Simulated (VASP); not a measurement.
# Rh12C in VASP: notebook

Runs on Rh12C. Level: PBE. Tasks: single point.

Program: VASP 6.6.1. These are calculated values, not measurements. Logs are shortened: lines on timing, memory, paths and dates and some standing lists are left out, and cuts for length are marked.

## Step 1: The cell of the first run

The cell holds a slab with vacuum, 13 atoms: a = 5.417 Å, b = 5.417 Å, c = 19.174 Å, α = 90.00°, β = 90.00°, γ = 90.00°.

## Step 2: Single point, PBE

INCAR

```
PREC = Accurate ; ENCUT = 520
EDIFF = 1E-6 ; ISMEAR = 0
SIGMA = 0.1 ; LREAL = F
LASPH = T ; NELM = 60
ALGO = Normal ; ISIF = 2
LWAVE = F ; LCHARG = F
LDIPOL = T ; IDIPOL = 3
DIPOL = 0.5 0.5 0.318 ; GGA = PE
NBANDS = 104
```

KPOINTS

```
regular mesh
0
Gamma
  5 5 1
```

POSCAR

```
Rh12C
1.0
    5.4165863251      0.0000000000      0.0000000000
    0.0000000000      5.4165863251      0.0000000000
    0.0000000000      0.0000000000     19.1737394690
Rh C
12 1
Direct
    0.2500000000      0.2500000000      0.2086186686
    0.2500000000      0.7500000000      0.2086186686
    0.7500000000      0.2500000000      0.2086186686
    0.7500000000      0.7500000000      0.2086186686
    0.0000000000      0.0000000000      0.3044995961
    0.0000000000      0.5000000000      0.3044995961
    0.5000000000      0.0000000000      0.3044995961
    0.5000000000      0.5000000000      0.3044995961
    0.2500000000      0.2500000000      0.4002213278
    0.2500000000      0.7500000000      0.4002213278
    0.7500000000      0.2500000000      0.4002213278
    0.7500000000      0.7500000000      0.4002213278
    0.2500000000      0.3333333333      0.4852405869
```

Potentials or basis: VASP PAW PBE potentials, release 64 (Rh_pv, C).

The run is started by

```console
> cat potpaw_PBE.64/Rh_pv/POTCAR potpaw_PBE.64/C/POTCAR > POTCAR
> mpirun -np 1 vasp_std > vasp.out
```

OUTCAR:

```text
PREC = Accurate
   ENCUT = 520
   EDIFF = 1E-6
   ISMEAR = 0
   LREAL = F
   LASPH = T
   NELM = 60
   ISIF = 2
   GGA = PE

 ion  position               nearest neighbor table
   1  0.250  0.250  0.209-   5 2.65   6 2.65   7 2.65   8 2.65   2 2.71   3 2.71   2 2.71   3 2.71

   2  0.250  0.750  0.209-   5 2.65   6 2.65   7 2.65   8 2.65   1 2.71   4 2.71   1 2.71   4 2.71

   3  0.750  0.250  0.209-   5 2.65   6 2.65   7 2.65   8 2.65   1 2.71   4 2.71   4 2.71   1 2.71
[... 15 lines left out ...]
  11  0.750  0.250  0.400-   5 2.65   6 2.65   7 2.65   8 2.65   9 2.71  12 2.71  12 2.71   9 2.71

  12  0.750  0.750  0.400-   5 2.65   6 2.65   7 2.65   8 2.65  10 2.71  11 2.71  11 2.71  10 2.71

  13  0.250  0.333  0.485-   9 1.69

  LATTYP: Found a simple tetragonal cell.
 ALAT       =     5.4165863251
 C/A-ratio  =     3.5398197902

  Lattice vectors:

 A1 = (   5.4165863251,   0.0000000000,   0.0000000000)
 A2 = (   0.0000000000,   5.4165863251,   0.0000000000)
 A3 = (   0.0000000000,   0.0000000000,  19.1737394690)

Analysis of symmetry for initial positions (statically):
=====================================================================
 Subroutine PRICEL returns:
 Original cell was already a primitive cell.

 Routine SETGRP: Setting up the symmetry group for a
 simple tetragonal supercell.

 Subroutine GETGRP returns: Found  2 space group operations
 (whereof  1 operations were pure point group operations)
 out of a pool of 16 trial point group operations.

The static configuration has the point symmetry C_1 .
 The point group associated with its full space group is C_1h.

Analysis of symmetry for dynamics (positions and initial velocities):
=====================================================================
 Subroutine PRICEL returns:
 Original cell was already a primitive cell.

 Routine SETGRP: Setting up the symmetry group for a
 simple tetragonal supercell.

 Subroutine GETGRP returns: Found  2 space group operations
 (whereof  1 operations were pure point group operations)
 out of a pool of 16 trial point group operations.

The dynamic configuration has the point symmetry C_1 .
 The point group associated with its full space group is C_1h.

 Subroutine INISYM returns: Found  2 space group operations
 (whereof  1 operations are pure point group operations),
 and found     1 'primitive' translations

----------------------------------------------------------------------------------------

                                     Primitive cell

  volume of cell :     562.5462

  direct lattice vectors                    reciprocal lattice vectors
     5.416586325  0.000000000  0.000000000     0.184618123  0.000000000  0.000000000
     0.000000000  5.416586325  0.000000000     0.000000000  0.184618123  0.000000000
     0.000000000  0.000000000 19.173739469     0.000000000  0.000000000  0.052154667

  length of vectors
     5.416586325  5.416586325 19.173739469     0.184618123  0.184618123  0.052154667

  position of ions in fractional coordinates (direct lattice)
     0.250000000  0.250000000  0.208618669
     0.250000000  0.750000000  0.208618669
     0.750000000  0.250000000  0.208618669
     0.750000000  0.750000000  0.208618669
     0.000000000  0.000000000  0.304499596
     0.000000000  0.500000000  0.304499596
     0.500000000  0.000000000  0.304499596
     0.500000000  0.500000000  0.304499596
     0.250000000  0.250000000  0.400221328
     0.250000000  0.750000000  0.400221328
     0.750000000  0.250000000  0.400221328
     0.750000000  0.750000000  0.400221328
     0.250000000  0.333333333  0.485240587

  ion indices of the primitive-cell ions
   primitive index   ion index
                 1           1
                 2           2
                 3           3
                 4           4
                 5           5
                 6           6
                 7           7
                 8           8
                 9           9
                10          10
                11          11
                12          12
                13          13

----------------------------------------------------------------------------------------

 KPOINTS: regular mesh

Automatic generation of k-mesh.
 Grid dimensions read from file:
 generate k-points for:    5    5    1

 Generating k-lattice:

  Cartesian coordinates                     Fractional coordinates (reciprocal lattice)
     0.036923625  0.000000000  0.000000000     0.200000000  0.000000000  0.000000000
     0.000000000  0.036923625  0.000000000     0.000000000  0.200000000  0.000000000
     0.000000000  0.000000000  0.052154667     0.000000000  0.000000000  1.000000000

  Length of vectors
     0.036923625  0.036923625  0.052154667

  Shift w.r.t. Gamma in fractional coordinates (k-lattice)
     0.000000000  0.000000000  0.000000000

 Subroutine IBZKPT returns following result:
 ===========================================

 Found      9 irreducible k-points:

 Following reciprocal coordinates:
            Coordinates               Weight
  0.000000  0.000000  0.000000      1.000000
  0.200000  0.000000  0.000000      2.000000
  0.000000  0.200000  0.000000      2.000000
  0.400000  0.000000  0.000000      2.000000
  0.000000  0.400000  0.000000      2.000000
  0.200000  0.200000  0.000000      4.000000
  0.400000  0.200000  0.000000      4.000000
 -0.200000  0.400000  0.000000      4.000000
  0.400000  0.400000  0.000000      4.000000
   k-points           NKPTS =      9   k-points in BZ     NKDIM =      9   number of bands    NBANDS=    104
   number of dos      NEDOS =    301   number of ions     NIONS =     13
   total plane-waves  NPLWV = 230400
   dimension x,y,z NGX =    40 NGY =   40 NGZ =  144
   dimension x,y,z NGXF=    80 NGYF=   80 NGZF=  288
   ions per type =              12   1
   NGX,Y,Z   is equivalent  to a cutoff of  12.28, 12.28, 12.49 a.u.
   NGXF,Y,Z  is equivalent  to a cutoff of  24.55, 24.55, 24.97 a.u.
 SYSTEM =  unknown system
   PREC   = accura    normal or accurate (medium, high low for compatibility)
   ISTART =      0    job   : 0-new  1-cont  2-samecut
   ICHARG =      2    charge: 1-file 2-atom 10-const
   ISPIN  =      1    spin polarized calculation?
   LNONCOLLINEAR =      F non collinear calculations
   LSORBIT =      F    spin-orbit coupling
   LASPH  =      T    aspherical Exc in radial PAW
   ENCUT  =  520.0 eV  38.22 Ry    6.18 a.u.  10.07 10.07 35.65*2*pi/ulx,y,z
   NELM   =     60;   NELMIN=  2; NELMDL= -5     # of ELM steps
   EDIFF  = 0.1E-05   stopping-criterion for ELM
   LREAL  =      F    real-space projection
   EDIFFG = 0.1E-04   stopping-criterion for IOM
   NSW    =      0    number of steps for IOM
   IBRION =     -1    ionic relax: 0-MD 1-quasi-New 2-CG
   NFREE  =      0    steps in history (QN), initial steepest desc. (CG)
   ISIF   =      2    stress and relaxation
   ISYM   =      2    0-nonsym 1-usesym 2-fastsym
   POTIM  = 0.5000    time-step for ionic-motion
   TEBEG  =    0.0;   TEEND  =   0.0 temperature during run
   PSTRESS=    0.0 pullay stress
   NELECT =     184.0000    total number of electrons
   NUPDOWN=      -1.0000    fix difference up-down
   EMIN   =  10.00;   EMAX   =-10.00  energy-range for DOS
   EFERMI =   0.00;   METHOD = LEGACY
   ISMEAR =     0;   SIGMA  =   0.10  broadening in eV -4-tet -1-fermi 0-gaus
   EFERMI_NEDOS =   21; number of points for ismear=-14 and -15
   IALGO  =     38    algorithm
   IMIX   =      4    mixing-type and parameters
     AMIX     =   0.40;   BMIX     =  1.00
     AMIX_MAG =   1.60;   BMIX_MAG =  1.00
  volume/ion in A,a.u.               =      43.27       292.02
  Fermi-wavevector in a.u.,A,eV,Ry     =   1.127963  2.131540 17.310689  1.272300
  Thomas-Fermi vector in A             =   2.264651
   LORBIT       =      0    0 simple, 1 ext, 2 COOP (PROOUT), +10 PAW based schemes
   GGA     = PE    functional components
   LHFCALC =     F    Hartree Fock is set to
   AEXX    =    0.0000 exact exchange contribution
   IVDW    =     0    specifies the selected vdW correction
   LEPSILON=     F    determine dielectric tensor
   LRPA    =     F    only Hartree local field effects (RPA)
 non-spin polarized calculation
 Gauss-broadening in eV      SIGMA  =   0.10
  energy-cutoff  :      520.00
  volume of cell :      562.55
 maximum number of plane-waves:     15180
   NGX = 21   NGY = 21   NGZ = 71

 dipolmoment           0.000000      0.000000     -0.024157 electrons x Angstroem

 number of electron     184.0000092 magnetization

 dipolmoment           0.000000      0.000000      0.094076 electrons x Angstroem

 Free energy of the ion-electron system (eV)
  ---------------------------------------------------
  ext. energy  EPLUGINS =         0.00000000
  ---------------------------------------------------
  free energy    TOTEN  =       -85.39059856 eV

  energy without entropy =      -85.30888807  energy(sigma->0) =      -85.34974331

 E-fermi :  -0.0548     XC(G=0):  -5.3249

 val. band max:       -0.0617461463   @ k =   0.2000   0.0000   0.0000
 cond. band min:      -0.0466557177   @ k =   0.0000   0.2000   0.0000
 fundamental gap:      0.0150904286
 Fermi energy:        -0.0547651668

 k-point     1 :       0.0000    0.0000    0.0000
  band No.  band energies     occupation
      1     -48.0245      2.00000
      2     -47.1443      2.00000
      3     -47.1352      2.00000
      4     -47.0392      2.00000
      5     -47.0365      2.00000
      6     -46.9810      2.00000
[... 952 lines left out ...]
    103       1.2998      0.00000
    104       1.5189      0.00000

------------------------ aborting loop because EDIFF is reached ----------------------------------------

 vacuum level on the upper side and lower side of the slab       (xc-potential included)         0.270        -0.285

  FORCE on cell =-STRESS in cart. coord.  units (eV):
  Direction    XX          YY          ZZ          XY          YZ          ZX
  --------------------------------------------------------------------------------------
  -------------------------------------------------------------------------------------
  Total       -4.3946404     -4.8939500      2.5260215      0.0000000      1.5567503      0.0000000
  in kB      -12.5162944    -13.9383688      7.1943153      0.0000000      4.4337519      0.0000000
  external PRESSURE =      -6.4201160 kB  Pullay stress =       0.0000000 kB

 VOLUME and BASIS-vectors are now :
 -----------------------------------------------------------------------------
  energy-cutoff  :      520.00
  volume of cell :      562.55
      direct lattice vectors                 reciprocal lattice vectors
     5.416586325  0.000000000  0.000000000     0.184618123  0.000000000  0.000000000
     0.000000000  5.416586325  0.000000000     0.000000000  0.184618123  0.000000000
     0.000000000  0.000000000 19.173739469     0.000000000  0.000000000  0.052154667

 POSITION                                       TOTAL-FORCE (eV/Angst)
 -----------------------------------------------------------------------------------
      1.35415      1.35415      4.00000         0.000000     -0.028257      0.157262
      1.35415      4.06244      4.00000         0.000000     -0.023802      0.058970
      4.06244      1.35415      4.00000         0.000000      0.008527      0.042090
      4.06244      4.06244      4.00000         0.000000     -0.071763     -0.310623
      0.00000      0.00000      5.83840        -0.092088     -0.136019     -0.247780
      0.00000      2.70829      5.83840        -0.118465      0.040656     -0.276248
      2.70829      0.00000      5.83840         0.092088     -0.136019     -0.247780
      2.70829      2.70829      5.83840         0.118465      0.040656     -0.276248
      1.35415      1.35415      7.67374         0.000000     -0.144080      0.484660
      1.35415      4.06244      7.67374         0.000000     -0.048855      0.336518
      4.06244      1.35415      7.67374         0.000000     -0.049440      0.076129
      4.06244      4.06244      7.67374         0.000000      0.068112     -0.118455
      1.35415      1.80553      9.30388         0.000000      0.480283      0.321503
 -----------------------------------------------------------------------------------
    total drift:                                0.000000     -0.000009      0.000105

  FREE ENERGIE OF THE ION-ELECTRON SYSTEM (eV)
  ---------------------------------------------------
  free  energy   TOTEN  =       -85.3905985569 eV

  energy  without entropy=      -85.3088880669  energy(sigma->0) =      -85.34974331

 vacuum level on the upper side and lower side of the slab         5.513         4.934
```

Run time: 36 min. Hardware: 1 thread of Intel Xeon 8259CL, shared host; peak memory 0.72 GiB.

What came out:

* Free energy: -85.3906 eV
* Largest force: 0.578 eV/Å
* Band gap on the k mesh: zero (bands 92 and 93 overlap by 0.74 eV)

Forces in eV/Å, atoms in the order of the input:
```
Rh   0.000 -0.028  0.157
Rh   0.000 -0.024  0.059
Rh   0.000  0.009  0.042
Rh   0.000 -0.072 -0.311
Rh  -0.092 -0.136 -0.248
Rh  -0.118  0.041 -0.276
Rh   0.092 -0.136 -0.248
Rh   0.118  0.041 -0.276
Rh   0.000 -0.144  0.485
Rh   0.000 -0.049  0.337
Rh   0.000 -0.049  0.076
Rh   0.000  0.068 -0.118
C    0.000  0.480  0.322
```

## Step 3: Single point, PBE

INCAR

```
ALGO = Normal
DIPOL = 0.5 0.5 0.318
EDIFF = 1E-6
ENCUT = 520
GGA = PE
IDIPOL = 3
ISIF = 2
ISMEAR = 0
LASPH = T
LCHARG = F
LDIPOL = T
LREAL = F
LWAVE = F
NBANDS = 104
NELM = 80
PREC = Accurate
SIGMA = 0.1
```

KPOINTS

```
k-points
0
Gamma
  5 5 1
```

POSCAR, as its differences from that of step 2:

```diff
@@ -20,2 +20,2 @@
     0.7500000000      0.7500000000      0.4002213278
-    0.2500000000      0.3333333333      0.4852405869
+    0.2500000000      0.4166666667      0.4755327926
```

Potentials or basis: VASP PAW PBE potentials, release 64 (Rh_pv, C).

The run is started by

```console
> cat potpaw_PBE.64/Rh_pv/POTCAR potpaw_PBE.64/C/POTCAR > POTCAR
> mpirun -np 1 vasp_std > vasp.out
```

Run time: 40 min. Hardware: 1 thread of Intel Xeon 8259CL, shared host; peak memory 0.72 GiB.

The run converged. Its results:

```
Free energy            : -85.7762 eV
Largest force          : 1.611 eV/Å
Band gap on the k mesh : zero (bands 92 and 93 overlap by 0.73 eV)
```

Forces on the atoms (eV/Å):
```
Rh   0.000 -0.050  0.114
Rh   0.000 -0.018  0.042
Rh   0.000  0.052  0.020
Rh   0.000 -0.107 -0.173
Rh  -0.141 -0.142 -0.323
Rh  -0.253 -0.020 -0.443
Rh   0.141 -0.142 -0.323
Rh   0.253 -0.020 -0.443
Rh   0.000 -0.728  0.170
Rh   0.000 -0.440  1.136
Rh   0.000 -0.080  0.030
Rh   0.000  0.103 -0.046
C    0.000  1.593  0.240
```

Levels at points of the mesh, in eV from the Fermi level:
```tsv
k point	band 89	band 90	band 91	band 92	band 93	band 94	band 95	band 96
(0.00, 0.00, 0.00)	0.24	0.29	0.35	0.39	0.45	0.59	0.63	0.65
```

## Step 4: Single point, PBE

INCAR

```
PREC = Accurate
ENCUT = 520
EDIFF = 1E-6
ISMEAR = 0
SIGMA = 0.1
LREAL = False
LASPH = True
NELM = 100
ALGO = Normal
ISIF = 2
LWAVE = False
LCHARG = False
LDIPOL = True
IDIPOL = 3
DIPOL = 0.5 0.5 0.316
GGA = PE
NBANDS = 104
```

KPOINTS

```
regular mesh
0
Gamma
  5 5 1
```

POSCAR, as its differences from that of step 3:

```diff
@@ -20,2 +20,2 @@
     0.7500000000      0.7500000000      0.4002213278
-    0.2500000000      0.4166666667      0.4755327926
+    0.3333333333      0.5000000000      0.4596628202
```

The run is started by

```console
> cat potpaw_PBE.64/Rh_pv/POTCAR potpaw_PBE.64/C/POTCAR > POTCAR
> mpirun -np 1 vasp_std > vasp.out
```

Run time: 39 min. Hardware: 1 thread of Intel Xeon 8259CL, shared host; peak memory 0.72 GiB.

The run converged. Its results:

* Free energy: -86.5700 eV
* Largest force: 1.222 eV/Å
* Band gap on the k mesh: zero (bands 92 and 93 overlap by 0.66 eV)

Forces on the atoms (eV/Å):
```
Rh   0.000 -0.021  0.063
Rh   0.000  0.021  0.063
Rh  -0.032  0.100 -0.024
Rh  -0.032 -0.100 -0.024
Rh  -0.296  0.000 -0.479
Rh  -0.500  0.000 -0.749
Rh   0.049  0.000 -0.323
Rh   0.372  0.000 -0.700
Rh  -0.100 -0.855  0.867
Rh  -0.100  0.855  0.867
Rh  -0.052  0.038  0.167
Rh  -0.052 -0.038  0.167
C    0.742  0.000  0.104
```

Levels at points of the mesh, in eV from the Fermi level:
```tsv
k point	band 89	band 90	band 91	band 92	band 93	band 94	band 95	band 96
(0.00, 0.00, 0.00)	0.21	0.26	0.31	0.34	0.51	0.55	0.61	0.64
```

## Step 5: Overview

```csv
cell,gap on the mesh (eV),largest force (eV/Å)
"as given, atomic positions A",none,0.58
"as given, atomic positions B",none,1.61
"as given, atomic positions C",none,1.22
```

Alike in all rows: task single point; level PBE; potentials or basis VASP PAW PBE potentials, release 64 (Rh_pv, C); no spin polarisation; k mesh 5 × 5 × 1; cutoff (eV) 520; smearing gaussian 0.1 eV.

Absolute energies hang on the potentials; compare differences alone.

The gap in the log of VASP goes by the Fermi energy; the results here count the filled bands.